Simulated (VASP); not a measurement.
# Au (Fm-3m) in VASP: further runs

The runs below take Au through single point, with LDA, PBE.

Program: VASP 6.6.1. These are calculated values, not measurements. Logs are shortened: lines on timing, memory, paths and dates and some standing lists are left out, and cuts for length are marked.

## Step 1: The cell of the first run

Symmetry: Fm-3m, No. 225, cubic system. The conventional cell has a = 4.154 Å, b = 4.154 Å, c = 4.154 Å, α = 90.00°, β = 90.00°, γ = 90.00°. Within 3.9 Å of Au (site symmetry m-3m) lie 12 Au at 2.94 Å.

## Step 2: Single point, LDA

Input file INCAR:

```
SYSTEM = Au
PREC = Accurate
ENCUT = 520
EDIFF = 1E-7
ISMEAR = -1
SIGMA = 0.06
LREAL = .FALSE.
LASPH = .TRUE.
NELM = 80
ALGO = Normal
ISIF = 2
LWAVE = .FALSE.
LCHARG = .FALSE.
GGA = CA
NBANDS = 12
```

Input file KPOINTS:

```
Automatic mesh
0
G
  12 12 12
  0 0 0
```

Input file POSCAR:

```
Au
1.0
    0.0000000000      2.0769770000      2.0769770000
    2.0769770000      0.0000000000      2.0769770000
    2.0769770000      2.0769770000      0.0000000000
Au
1
Direct
    0.0000000000      0.0000000000      0.0000000000
```

Potentials or basis: VASP PAW LDA potentials, release 64 (Au).

Command:

```console
cat potpaw_LDA.64/Au/POTCAR > POTCAR
mpirun -np 1 vasp_std > vasp.out
```

OUTCAR:

```text
SYSTEM = Au
   PREC = Accurate
   ENCUT = 520
   EDIFF = 1E-7
   ISMEAR = -1
   LREAL = .FALSE.
   LASPH = .TRUE.
   NELM = 80
   ISIF = 2
   GGA = CA

 ion  position               nearest neighbor table
   1  0.000  0.000  0.000-

  LATTYP: Found a face centered cubic cell.
 ALAT       =     4.1539540000

  Lattice vectors:

 A1 = (   0.0000000000,   2.0769770000,   2.0769770000)
 A2 = (   2.0769770000,   0.0000000000,   2.0769770000)
 A3 = (   2.0769770000,   2.0769770000,   0.0000000000)

Analysis of symmetry for initial positions (statically):
=====================================================================
 Subroutine PRICEL returns:
 Original cell was already a primitive cell.

 Routine SETGRP: Setting up the symmetry group for a
 face centered cubic supercell.

 Subroutine GETGRP returns: Found 48 space group operations
 (whereof 48 operations were pure point group operations)
 out of a pool of 48 trial point group operations.

The static configuration has the point symmetry O_h .

Analysis of symmetry for dynamics (positions and initial velocities):
=====================================================================
 Subroutine PRICEL returns:
 Original cell was already a primitive cell.

 Routine SETGRP: Setting up the symmetry group for a
 face centered cubic supercell.

 Subroutine GETGRP returns: Found 48 space group operations
 (whereof 48 operations were pure point group operations)
 out of a pool of 48 trial point group operations.

The dynamic configuration has the point symmetry O_h .

 Subroutine INISYM returns: Found 48 space group operations
 (whereof 48 operations are pure point group operations),
 and found     1 'primitive' translations

----------------------------------------------------------------------------------------

                                     Primitive cell

  volume of cell :      17.9195

  direct lattice vectors                    reciprocal lattice vectors
     0.000000000  2.076977000  2.076977000    -0.240734491  0.240734491  0.240734491
     2.076977000  0.000000000  2.076977000     0.240734491 -0.240734491  0.240734491
     2.076977000  2.076977000  0.000000000     0.240734491  0.240734491 -0.240734491

  length of vectors
     2.937289042  2.937289042  2.937289042     0.416964369  0.416964369  0.416964369

  position of ions in fractional coordinates (direct lattice)
     0.000000000  0.000000000  0.000000000

  ion indices of the primitive-cell ions
   primitive index   ion index
                 1           1

----------------------------------------------------------------------------------------

 KPOINTS: Automatic mesh

Automatic generation of k-mesh.
 Grid dimensions read from file:
 generate k-points for:   12   12   12

 Generating k-lattice:

  Cartesian coordinates                     Fractional coordinates (reciprocal lattice)
    -0.020061208  0.020061208  0.020061208     0.083333333  0.000000000  0.000000000
     0.020061208 -0.020061208  0.020061208     0.000000000  0.083333333  0.000000000
     0.020061208  0.020061208 -0.020061208     0.000000000  0.000000000  0.083333333

  Length of vectors
     0.034747031  0.034747031  0.034747031

  Shift w.r.t. Gamma in fractional coordinates (k-lattice)
     0.000000000  0.000000000  0.000000000

 Subroutine IBZKPT returns following result:
 ===========================================

 Found     72 irreducible k-points:

 Following reciprocal coordinates:
            Coordinates               Weight
  0.000000  0.000000  0.000000      1.000000
  0.083333  0.000000  0.000000      8.000000
  0.166667  0.000000  0.000000      8.000000
  0.250000  0.000000  0.000000      8.000000
  0.333333  0.000000  0.000000      8.000000
  0.416667  0.000000  0.000000      8.000000
[... 16 lines left out ...]
  0.500000  0.166667  0.000000     24.000000
 -0.416667  0.166667  0.000000     24.000000
 [... further k-points ...]
   k-points           NKPTS =     72   k-points in BZ     NKDIM =     72   number of bands    NBANDS=     12
   number of dos      NEDOS =    301   number of ions     NIONS =      1
   total plane-waves  NPLWV =  13824
   dimension x,y,z NGX =    24 NGY =   24 NGZ =   24
   dimension x,y,z NGXF=    48 NGYF=   48 NGZF=   48
   ions per type =               1
   NGX,Y,Z   is equivalent  to a cutoff of  13.58, 13.58, 13.58 a.u.
   NGXF,Y,Z  is equivalent  to a cutoff of  27.17, 27.17, 27.17 a.u.
 SYSTEM =  Au
   PREC   = accura    normal or accurate (medium, high low for compatibility)
   ISTART =      0    job   : 0-new  1-cont  2-samecut
   ICHARG =      2    charge: 1-file 2-atom 10-const
   ISPIN  =      1    spin polarized calculation?
   LNONCOLLINEAR =      F non collinear calculations
   LSORBIT =      F    spin-orbit coupling
   LASPH  =      T    aspherical Exc in radial PAW
   ENCUT  =  520.0 eV  38.22 Ry    6.18 a.u.   5.46  5.46  5.46*2*pi/ulx,y,z
   NELM   =     80;   NELMIN=  2; NELMDL= -5     # of ELM steps
   EDIFF  = 0.1E-06   stopping-criterion for ELM
   LREAL  =      F    real-space projection
   EDIFFG = 0.1E-05   stopping-criterion for IOM
   NSW    =      0    number of steps for IOM
   IBRION =     -1    ionic relax: 0-MD 1-quasi-New 2-CG
   NFREE  =      0    steps in history (QN), initial steepest desc. (CG)
   ISIF   =      2    stress and relaxation
   ISYM   =      2    0-nonsym 1-usesym 2-fastsym
   POTIM  = 0.5000    time-step for ionic-motion
   TEBEG  =    0.0;   TEEND  =   0.0 temperature during run
   PSTRESS=    0.0 pullay stress
   NELECT =      11.0000    total number of electrons
   NUPDOWN=      -1.0000    fix difference up-down
   EMIN   =  10.00;   EMAX   =-10.00  energy-range for DOS
   EFERMI =   0.00;   METHOD = LEGACY
   ISMEAR =    -1;   SIGMA  =   0.06  broadening in eV -4-tet -1-fermi 0-gaus
   EFERMI_NEDOS =   21; number of points for ismear=-14 and -15
   IALGO  =     38    algorithm
   IMIX   =      4    mixing-type and parameters
     AMIX     =   0.40;   BMIX     =  1.00
     AMIX_MAG =   1.60;   BMIX_MAG =  1.00
  volume/ion in A,a.u.               =      17.92       120.93
  Fermi-wavevector in a.u.,A,eV,Ry     =   1.391332  2.629236 26.338214  1.935804
  Thomas-Fermi vector in A             =   2.515181
   LORBIT       =      0    0 simple, 1 ext, 2 COOP (PROOUT), +10 PAW based schemes
   GGA     = CA    functional components
   LHFCALC =     F    Hartree Fock is set to
   AEXX    =    0.0000 exact exchange contribution
   IVDW    =     0    specifies the selected vdW correction
   LEPSILON=     F    determine dielectric tensor
   LRPA    =     F    only Hartree local field effects (RPA)
 non-spin polarized calculation
  energy-cutoff  :      520.00
  volume of cell :       17.92
 maximum number of plane-waves:       531
 NGX is ok and might be reduce to    24
   NGX = 11   NGY = 11   NGZ = 11

 number of electron      11.0000002 magnetization

 Free energy of the ion-electron system (eV)
  ---------------------------------------------------
  ext. energy  EPLUGINS =         0.00000000
  ---------------------------------------------------
  free energy    TOTEN  =        -4.38791733 eV

  energy without entropy =       -4.38278506  energy(sigma->0) =       -4.38535119

 E-fermi :   8.3832     XC(G=0): -12.6946

 val. band max:        8.3037238967   @ k =   0.5000   0.3333   0.1667
 cond. band min:       8.3871862516   @ k =   0.5000   0.0833   0.0000
 fundamental gap:      0.0834623550
 Fermi energy:         8.3831900055

 k-point     1 :       0.0000    0.0000    0.0000
  band No.  band energies     occupation
      1      -0.9381      2.00000
      2       4.0092      2.00000
      3       4.0092      2.00000
      4       4.0092      2.00000
      5       5.4184      2.00000
      6       5.4184      2.00000
      7      23.0033      0.00000
      8      26.6655      0.00000
      9      26.6655      0.00000
     10      26.6655      0.00000
     11      31.5405      0.00000
     12      35.5774      0.00000

 k-point     2 :       0.0833    0.0000    0.0000
  band No.  band energies     occupation
      1      -0.7078      2.00000
      2       3.9403      2.00000
      3       4.0846      2.00000
      4       4.0846      2.00000
      5       5.3872      2.00000
      6       5.3872      2.00000
      7      23.2395      0.00000
      8      25.2700      0.00000
      9      26.9151      0.00000
     10      26.9151      0.00000
     11      32.1517      0.00000
     12      34.0234      0.00000

 k-point     3 :       0.1667    0.0000    0.0000
  band No.  band energies     occupation
      1      -0.0619      2.00000
      2       3.8119      2.00000
      3       4.2377      2.00000
      4       4.2377      2.00000
      5       5.3726      2.00000
      6       5.3726      2.00000
      7      22.3324      0.00000
      8      24.0261      0.00000
      9      27.5201      0.00000
     10      27.5201      0.00000
     11      30.2648      0.00000
     12      32.3229      0.00000
[... 286 lines left out ...]
 k-point    23 :       0.5000    0.1667    0.0000
  band No.  band energies     occupation
      1       2.1272      2.00000
      2       3.6570      2.00000
      3       4.5175      2.00000
      4       4.6451      2.00000
      5       6.5618      2.00000
      6       9.0799      0.00002
      7      12.3568      0.00000
      8      21.6875      0.00000
      9      23.2327      0.00000
     10      24.0691      0.00000
     11      33.0181      0.00000
     12      33.5591      0.00000

 k-point    24 :      -0.4167    0.1667    0.0000
  band No.  band energies     occupation
      1       2.1678      2.00000
      2       3.6556      2.00000
      3       4.4587      2.00000
      4       4.8984      2.00000
      5       6.3215      2.00000
      6       9.6532      0.00000
      7      11.7565      0.00000
      8      20.9171      0.00000
      9      23.8601      0.00000
     10      24.1797      0.00000
     11      32.5219      0.00000
     12      33.1158      0.00000

 [... further k-points ...]
[... 5 lines left out ...]
  --------------------------------------------------------------------------------------
  -------------------------------------------------------------------------------------
  Total       -1.2949858     -1.2949858     -1.2949858      0.0000000      0.0000000     -0.0000000
  in kB     -115.7845315   -115.7845315   -115.7845315      0.0000000      0.0000000     -0.0000000
  external PRESSURE =    -115.7845315 kB  Pullay stress =       0.0000000 kB

 VOLUME and BASIS-vectors are now :
 -----------------------------------------------------------------------------
  energy-cutoff  :      520.00
  volume of cell :       17.92
      direct lattice vectors                 reciprocal lattice vectors
     0.000000000  2.076977000  2.076977000    -0.240734491  0.240734491  0.240734491
     2.076977000  0.000000000  2.076977000     0.240734491 -0.240734491  0.240734491
     2.076977000  2.076977000  0.000000000     0.240734491  0.240734491 -0.240734491

 POSITION                                       TOTAL-FORCE (eV/Angst)
 -----------------------------------------------------------------------------------
      0.00000      0.00000      0.00000         0.000000      0.000000      0.000000
 -----------------------------------------------------------------------------------
    total drift:                               -0.000000      0.000000     -0.000000

  FREE ENERGIE OF THE ION-ELECTRON SYSTEM (eV)
  ---------------------------------------------------
  free  energy   TOTEN  =        -4.3879173271 eV

  energy  without entropy=       -4.3827850628  energy(sigma->0) =       -4.38535119
```

Run time: 4.4 s. Hardware: 1 thread of Intel Xeon 6975P-C (Granite Rapids), shared host; peak memory 0.14 GiB.

What came out:

```
Free energy : -4.3879 eV
Pressure    : -11.6 GPa
```

Caveat: spin-orbit coupling is left out, which moves the levels of the heavy elements.

## Step 3: Single point, PBE

Input file INCAR:

```
SYSTEM = Au
PREC = Accurate
ENCUT = 520
EDIFF = 1E-6
ISMEAR = -1
SIGMA = 0.06
LREAL = .FALSE.
LASPH = .TRUE.
NELM = 80
ALGO = Normal
ISIF = 2
LWAVE = .FALSE.
LCHARG = .TRUE.
GGA = PE
LELF = .TRUE.
LVHAR = .TRUE.
NBANDS = 12
```

Input file KPOINTS:

```
regular mesh
0
G
  12 12 12
  0 0 0
```

POSCAR is that of step 2.

Potentials or basis: VASP PAW PBE potentials, release 64 (Au).

Command:

```console
cat potpaw_PBE.64/Au/POTCAR > POTCAR
mpirun -np 1 vasp_std > vasp.out
```

Run time: 5.1 s. Hardware: 1 thread of Intel Xeon 6975P-C (Granite Rapids), shared host; peak memory 0.15 GiB.

The run converged. Its results:

* Free energy: -3.2142 eV
* Pressure: 0.3 GPa

Levels at points of the mesh, in eV from the Fermi level:
```tsv
k point	band 2	band 3	band 4	band 5	band 6	band 7	band 8	band 9	band 10	band 11
(0.00, 0.00, 0.00)	-4.38	-4.38	-4.38	-2.99	-2.99	14.63	18.34	18.34	18.34	23.09
(0.50, 0.00, 0.00)	-4.41	-4.41	-1.89	-1.89	-0.67	2.86	14.07	16.81	16.81	24.23
(0.50, 0.50, 0.00)	-6.27	-1.93	-1.60	-1.60	1.22	5.43	9.92	9.92	16.72	19.19
```

Caveat: spin-orbit coupling is left out, which moves the levels of the heavy elements.
